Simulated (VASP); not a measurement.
# Hf (P6_3/mmc) in VASP: further runs

Hf is run at these levels: PBE; tasks: single point.

All numbers are computed with VASP 6.6.1; they aren't measurements. Logs are shortened: lines on timing, memory, paths and dates and some standing lists are left out, and cuts for length are marked.

### 1 The cell of the first run

The structure is hexagonal, space group P6_3/mmc (No. 194). Conventional cell: a = 3.205 Å, b = 3.205 Å, c = 5.068 Å, α = 90.00°, β = 90.00°, γ = 120.00°. Hf (site symmetry -6m2) has 12 Hf at 3.14 to 3.20 Å within 4.1 Å.

### 2 Single point, PBE

The input, INCAR:

```
  PREC = Accurate
  ENCUT = 520
  EDIFF = 1E-7
  ISMEAR = 0
  SIGMA = 0.1
  LREAL = F
  LASPH = T
  NELM = 80
  ALGO = Normal
  ISIF = 2
  LWAVE = F
  LCHARG = F
  GGA = PE
  NBANDS = 17
```

The input, KPOINTS:

```
regular mesh
0
Gamma
  15 15 8
```

The input, POSCAR:

```
Hf
1.0
    3.2048170803      0.0000000000      0.0000000000
   -1.6024085402      2.7754530061      0.0000000000
    0.0000000000      0.0000000000      5.0676930643
Hf
2
Direct
    0.3333333333      0.6666666667      0.2500000000
    0.6666666667      0.3333333333      0.7500000000
```

Potentials or basis: VASP PAW PBE potentials, release 64 (Hf_pv).

Started as:

```console
> cat potpaw_PBE.64/Hf_pv/POTCAR > POTCAR
> mpirun -np 1 vasp_std > vasp.out
```

OUTCAR:

```text
PREC = Accurate
   ENCUT = 520
   EDIFF = 1E-7
   ISMEAR = 0
   LREAL = F
   LASPH = T
   NELM = 80
   ISIF = 2
   GGA = PE

 ion  position               nearest neighbor table
   1  0.333  0.667  0.250-   2 3.14   2 3.14   2 3.14   2 3.14   2 3.14   2 3.14
   2  0.667  0.333  0.750-   1 3.14   1 3.14   1 3.14   1 3.14   1 3.14   1 3.14

  LATTYP: Found a hexagonal cell.
 ALAT       =     3.2048170803
 C/A-ratio  =     1.5812737318

  Lattice vectors:

 A1 = (   3.2048170803,   0.0000000000,   0.0000000000)
 A2 = (  -1.6024085402,   2.7754530061,   0.0000000000)
 A3 = (   0.0000000000,   0.0000000000,   5.0676930643)

Analysis of symmetry for initial positions (statically):
=====================================================================
 Subroutine PRICEL returns:
 Original cell was already a primitive cell.

 Routine SETGRP: Setting up the symmetry group for a
 hexagonal supercell.

 Subroutine GETGRP returns: Found 24 space group operations
 (whereof 12 operations were pure point group operations)
 out of a pool of 24 trial point group operations.

The static configuration has the point symmetry D_3d.
 The point group associated with its full space group is D_6h.

Analysis of symmetry for dynamics (positions and initial velocities):
=====================================================================
 Subroutine PRICEL returns:
 Original cell was already a primitive cell.

 Routine SETGRP: Setting up the symmetry group for a
 hexagonal supercell.

 Subroutine GETGRP returns: Found 24 space group operations
 (whereof 12 operations were pure point group operations)
 out of a pool of 24 trial point group operations.

The dynamic configuration has the point symmetry D_3d.
 The point group associated with its full space group is D_6h.

 Subroutine INISYM returns: Found 24 space group operations
 (whereof 12 operations are pure point group operations),
 and found     1 'primitive' translations

----------------------------------------------------------------------------------------

                                     Primitive cell

  volume of cell :      45.0762

  direct lattice vectors                    reciprocal lattice vectors
     3.204817080  0.000000000  0.000000000     0.312030289  0.180150771  0.000000000
    -1.602408540  2.775453006  0.000000000     0.000000000  0.360301543  0.000000000
     0.000000000  0.000000000  5.067693064     0.000000000  0.000000000  0.197328447

  length of vectors
     3.204817080  3.204817080  5.067693064     0.360301543  0.360301543  0.197328447

  position of ions in fractional coordinates (direct lattice)
     0.333333333  0.666666667  0.250000000
     0.666666667  0.333333333  0.750000000

  ion indices of the primitive-cell ions
   primitive index   ion index
                 1           1
                 2           2

----------------------------------------------------------------------------------------

 KPOINTS: regular mesh

Automatic generation of k-mesh.
 Grid dimensions read from file:
 generate k-points for:   15   15    8

 Generating k-lattice:

  Cartesian coordinates                     Fractional coordinates (reciprocal lattice)
     0.020802019  0.012010051  0.000000000     0.066666667  0.000000000  0.000000000
     0.000000000  0.024020103  0.000000000     0.000000000  0.066666667  0.000000000
     0.000000000  0.000000000  0.024666056     0.000000000  0.000000000  0.125000000

  Length of vectors
     0.024020103  0.024020103  0.024666056

  Shift w.r.t. Gamma in fractional coordinates (k-lattice)
     0.000000000  0.000000000  0.000000000

 Subroutine IBZKPT returns following result:
 ===========================================

 Found    135 irreducible k-points:

 Following reciprocal coordinates:
            Coordinates               Weight
  0.000000  0.000000  0.000000      1.000000
  0.066667 -0.000000  0.000000      6.000000
  0.133333  0.000000  0.000000      6.000000
  0.200000  0.000000  0.000000      6.000000
  0.266667  0.000000  0.000000      6.000000
  0.333333  0.000000  0.000000      6.000000
[... 16 lines left out ...]
  0.333333  0.200000  0.000000     12.000000
  0.400000  0.200000  0.000000      6.000000
 [... further k-points ...]
   k-points           NKPTS =    135   k-points in BZ     NKDIM =    135   number of bands    NBANDS=     17
   number of dos      NEDOS =    301   number of ions     NIONS =      2
   total plane-waves  NPLWV =  23040
   dimension x,y,z NGX =    24 NGY =   24 NGZ =   40
   dimension x,y,z NGXF=    48 NGYF=   48 NGZF=   80
   ions per type =               2
   NGX,Y,Z   is equivalent  to a cutoff of  12.45, 12.45, 13.12 a.u.
   NGXF,Y,Z  is equivalent  to a cutoff of  24.90, 24.90, 26.24 a.u.
 SYSTEM =  unknown system
   PREC   = accura    normal or accurate (medium, high low for compatibility)
   ISTART =      0    job   : 0-new  1-cont  2-samecut
   ICHARG =      2    charge: 1-file 2-atom 10-const
   ISPIN  =      1    spin polarized calculation?
   LNONCOLLINEAR =      F non collinear calculations
   LSORBIT =      F    spin-orbit coupling
   LASPH  =      T    aspherical Exc in radial PAW
   ENCUT  =  520.0 eV  38.22 Ry    6.18 a.u.   5.96  5.96  9.42*2*pi/ulx,y,z
   NELM   =     80;   NELMIN=  2; NELMDL= -5     # of ELM steps
   EDIFF  = 0.1E-06   stopping-criterion for ELM
   LREAL  =      F    real-space projection
   EDIFFG = 0.1E-05   stopping-criterion for IOM
   NSW    =      0    number of steps for IOM
   IBRION =     -1    ionic relax: 0-MD 1-quasi-New 2-CG
   NFREE  =      0    steps in history (QN), initial steepest desc. (CG)
   ISIF   =      2    stress and relaxation
   ISYM   =      2    0-nonsym 1-usesym 2-fastsym
   POTIM  = 0.5000    time-step for ionic-motion
   TEBEG  =    0.0;   TEEND  =   0.0 temperature during run
   PSTRESS=    0.0 pullay stress
   NELECT =      20.0000    total number of electrons
   NUPDOWN=      -1.0000    fix difference up-down
   EMIN   =  10.00;   EMAX   =-10.00  energy-range for DOS
   EFERMI =   0.00;   METHOD = LEGACY
   ISMEAR =     0;   SIGMA  =   0.10  broadening in eV -4-tet -1-fermi 0-gaus
   EFERMI_NEDOS =   21; number of points for ismear=-14 and -15
   IALGO  =     38    algorithm
   IMIX   =      4    mixing-type and parameters
     AMIX     =   0.40;   BMIX     =  1.00
     AMIX_MAG =   1.60;   BMIX_MAG =  1.00
  volume/ion in A,a.u.               =      22.54       152.09
  Fermi-wavevector in a.u.,A,eV,Ry     =   1.248636  2.359579 21.212716  1.559091
  Thomas-Fermi vector in A             =   2.382713
   LORBIT       =      0    0 simple, 1 ext, 2 COOP (PROOUT), +10 PAW based schemes
   GGA     = PE    functional components
   LHFCALC =     F    Hartree Fock is set to
   AEXX    =    0.0000 exact exchange contribution
   IVDW    =     0    specifies the selected vdW correction
   LEPSILON=     F    determine dielectric tensor
   LRPA    =     F    only Hartree local field effects (RPA)
 non-spin polarized calculation
 Gauss-broadening in eV      SIGMA  =   0.10
  energy-cutoff  :      520.00
  volume of cell :       45.08
 maximum number of plane-waves:      1236
 NGX is ok and might be reduce to    24
   NGX = 11   NGY = 11   NGZ = 19

 number of electron      20.0000005 magnetization

 Free energy of the ion-electron system (eV)
  ---------------------------------------------------
  ext. energy  EPLUGINS =         0.00000000
  ---------------------------------------------------
  free energy    TOTEN  =       -19.85383125 eV

  energy without entropy =      -19.84661937  energy(sigma->0) =      -19.85022531

 E-fermi :   4.8768     XC(G=0): -11.2496

 val. band max:        4.8517303356   @ k =   0.1333   0.0000   0.0000
 cond. band min:       4.9006876833   @ k =   0.1333   0.0667   0.2500
 fundamental gap:      0.0489573477
 Fermi energy:         4.8767945831

 k-point     1 :       0.0000    0.0000    0.0000
  band No.  band energies     occupation
      1     -26.2167      2.00000
      2     -25.4889      2.00000
      3     -25.4889      2.00000
      4     -25.3704      2.00000
      5     -25.3637      2.00000
      6     -25.3637      2.00000
[... 9 lines left out ...]
     16       7.4839      0.00000
     17      10.1593      0.00000

 k-point     2 :       0.0667   -0.0000    0.0000
  band No.  band energies     occupation
      1     -26.2055      2.00000
      2     -25.5128      2.00000
      3     -25.4970      2.00000
      4     -25.3891      2.00000
      5     -25.3756      2.00000
      6     -25.3669      2.00000
[... 9 lines left out ...]
     16       7.3550      0.00000
     17      10.2642      0.00000

 k-point     3 :       0.1333    0.0000    0.0000
  band No.  band energies     occupation
      1     -26.1727      2.00000
      2     -25.5805      2.00000
      3     -25.5193      2.00000
      4     -25.4595      2.00000
      5     -25.3912      2.00000
      6     -25.3764      2.00000
[... 9 lines left out ...]
     16       7.3304      0.00000
     17      10.5070      0.00000

 k-point     4 :       0.2000    0.0000    0.0000
  band No.  band energies     occupation
      1     -26.1213      2.00000
      2     -25.6803      2.00000
      3     -25.5601      2.00000
      4     -25.5511      2.00000
      5     -25.4172      2.00000
      6     -25.3913      2.00000
[... 9 lines left out ...]
     16       7.8946      0.00000
     17      10.7719      0.00000

 k-point     5 :       0.2667    0.0000    0.0000
  band No.  band energies     occupation
      1     -26.0560      2.00000
      2     -25.7950      2.00000
      3     -25.6714      2.00000
      4     -25.5864      2.00000
      5     -25.4533      2.00000
      6     -25.4093      2.00000
[... 9 lines left out ...]
     16       8.6335      0.00000
     17      10.9907      0.00000

 k-point     6 :       0.3333    0.0000    0.0000
  band No.  band energies     occupation
      1     -25.9836      2.00000
      2     -25.9044      2.00000
      3     -25.7739      2.00000
      4     -25.6191      2.00000
      5     -25.4976      2.00000
      6     -25.4272      2.00000
[... 9 lines left out ...]
     16       9.4791      0.00000
     17      11.1430      0.00000

 k-point     7 :       0.4000   -0.0000    0.0000
  band No.  band energies     occupation
      1     -25.9895      2.00000
      2     -25.9144      2.00000
      3     -25.8518      2.00000
      4     -25.6442      2.00000
      5     -25.5447      2.00000
      6     -25.4416      2.00000
[... 9 lines left out ...]
     16      10.3283      0.00000
     17      11.2333      0.00000

 k-point     8 :       0.4667    0.0000    0.0000
  band No.  band energies     occupation
      1     -26.0359      2.00000
      2     -25.8938      2.00000
      3     -25.8668      2.00000
      4     -25.6577      2.00000
      5     -25.5803      2.00000
      6     -25.4495      2.00000
[... 9 lines left out ...]
     16      11.1771      0.00000
     17      11.2742      0.00000
[... 203 lines left out ...]
      1     -25.9680      2.00000
      2     -25.8901      2.00000
      3     -25.8485      2.00000
      4     -25.6790      2.00000
      5     -25.5622      2.00000
      6     -25.4995      2.00000
[... 9 lines left out ...]
     16      10.9464      0.00000
     17      11.1366      0.00000

 k-point    20 :       0.4000    0.1333    0.0000
  band No.  band energies     occupation
      1     -26.0098      2.00000
      2     -25.8710      2.00000
      3     -25.8411      2.00000
      4     -25.7048      2.00000
      5     -25.6002      2.00000
      6     -25.5105      2.00000
[... 9 lines left out ...]
     16      10.9665      0.00000
     17      11.7617      0.00000

 k-point    21 :       0.2000    0.2000    0.0000
  band No.  band energies     occupation
      1     -25.9646      2.00000
      2     -25.8443      2.00000
      3     -25.8280      2.00000
      4     -25.6204      2.00000
      5     -25.5098      2.00000
      6     -25.5001      2.00000
[... 9 lines left out ...]
     16      10.2094      0.00000
     17      10.8023      0.00000

 k-point    22 :       0.2667    0.2000    0.0000
  band No.  band energies     occupation
      1     -25.9183      2.00000
      2     -25.8957      2.00000
      3     -25.8517      2.00000
      4     -25.6759      2.00000
      5     -25.5579      2.00000
      6     -25.5408      2.00000
[... 9 lines left out ...]
     16      10.7824      0.00000
     17      11.1091      0.00000

 k-point    23 :       0.3333    0.2000    0.0000
  band No.  band energies     occupation
      1     -25.9682      2.00000
      2     -25.8524      2.00000
      3     -25.8328      2.00000
      4     -25.7302      2.00000
      5     -25.6065      2.00000
      6     -25.5667      2.00000
[... 9 lines left out ...]
     16      10.7655      0.00000
     17      11.6585      0.00000

 k-point    24 :       0.4000    0.2000    0.0000
  band No.  band energies     occupation
      1     -25.9856      2.00000
      2     -25.8460      2.00000
      3     -25.8023      2.00000
      4     -25.7567      2.00000
      5     -25.6321      2.00000
      6     -25.5756      2.00000
[... 9 lines left out ...]
     16      10.7587      0.00000
     17      11.2121      0.00000

 [... further k-points ...]

------------------------ aborting loop because EDIFF is reached ----------------------------------------

  FORCE on cell =-STRESS in cart. coord.  units (eV):
  Direction    XX          YY          ZZ          XY          YZ          ZX
  --------------------------------------------------------------------------------------
  -------------------------------------------------------------------------------------
  Total       -0.1151093     -0.1151093     -0.1469834      0.0000000     -0.0000000      0.0000000
  in kB       -4.0914149     -4.0914149     -5.2243402      0.0000000     -0.0000000      0.0000000
  external PRESSURE =      -4.4690567 kB  Pullay stress =       0.0000000 kB

 VOLUME and BASIS-vectors are now :
 -----------------------------------------------------------------------------
  energy-cutoff  :      520.00
  volume of cell :       45.08
      direct lattice vectors                 reciprocal lattice vectors
     3.204817080  0.000000000  0.000000000     0.312030289  0.180150771  0.000000000
    -1.602408540  2.775453006  0.000000000     0.000000000  0.360301543  0.000000000
     0.000000000  0.000000000  5.067693064     0.000000000  0.000000000  0.197328447

 POSITION                                       TOTAL-FORCE (eV/Angst)
 -----------------------------------------------------------------------------------
     -0.00000      1.85030      1.26692         0.000000      0.000000      0.000000
      1.60241      0.92515      3.80077        -0.000000     -0.000000      0.000000
 -----------------------------------------------------------------------------------
    total drift:                               -0.000000      0.000000     -0.000000

  FREE ENERGIE OF THE ION-ELECTRON SYSTEM (eV)
  ---------------------------------------------------
  free  energy   TOTEN  =       -19.8538312465 eV

  energy  without entropy=      -19.8466193723  energy(sigma->0) =      -19.85022531
```

Wall time 80 s (1 thread of Intel Xeon 8259CL, shared host); peak memory 0.22 GiB.

Results:

```
Free energy            : -19.8538 eV
Pressure               : -0.4 GPa
Band gap on the k mesh : zero (bands 10 and 11 overlap by 1.61 eV)
```

Caveat: spin-orbit coupling is left out, which moves the levels of the heavy elements.

### 3 Single point, PBE (23.21 Å³/atom)

This run uses another cell than the first one, of 23.21 Å³/atom.

The input, INCAR:

```
SYSTEM = Hf
PREC = Accurate ; ENCUT = 520
EDIFF = 1E-6 ; ISMEAR = 0
SIGMA = 0.1 ; LREAL = .FALSE.
LASPH = .TRUE. ; NELM = 100
ALGO = Normal ; ISIF = 2
LWAVE = .FALSE. ; LCHARG = .FALSE.
GGA = PE ; NBANDS = 17
```

The input, KPOINTS:

```
Automatic mesh
0
G
  15 15 8
  0 0 0
```

The input, POSCAR:

```
Hf
1.0
    3.2365500063      0.0000000000      0.0000000000
   -1.6182750031      2.8029345261      0.0000000000
    0.0000000000      0.0000000000      5.1178715065
Hf
2
Direct
    0.3333333333      0.6666666667      0.2500000000
    0.6666666667      0.3333333333      0.7500000000
```

Potentials or basis: VASP PAW PBE potentials, release 64 (Hf_pv).

Started as:

```console
> cat potpaw_PBE.64/Hf_pv/POTCAR > POTCAR
> mpirun -np 1 vasp_std > vasp.out
```

Wall time 81 s (1 thread of Intel Xeon 8259CL, shared host); peak memory 0.22 GiB.

Results (log left out):

- Free energy: -19.8373 eV
- Pressure: -3.5 GPa
- Band gap on the k mesh: zero (bands 10 and 11 overlap by 1.59 eV)

Stress tensor (GPa, compression positive):
```
-3.40  0.00  0.00
 0.00 -3.40  0.00
 0.00  0.00 -3.57
```

Levels at points of the mesh, in eV from the Fermi level:
```tsv
k point	band 8	band 9	band 10	band 11	band 12	band 13
(0.00, 0.00, 0.00)	-3.61	0.51	1.16	1.16	1.42	1.94
(0.00, 0.00, 0.50)	-5.35	0.14	0.14	1.05	1.05	1.05
```

Caveat: the cell stands under tension; spin-orbit coupling is left out, which moves the levels of the heavy elements.
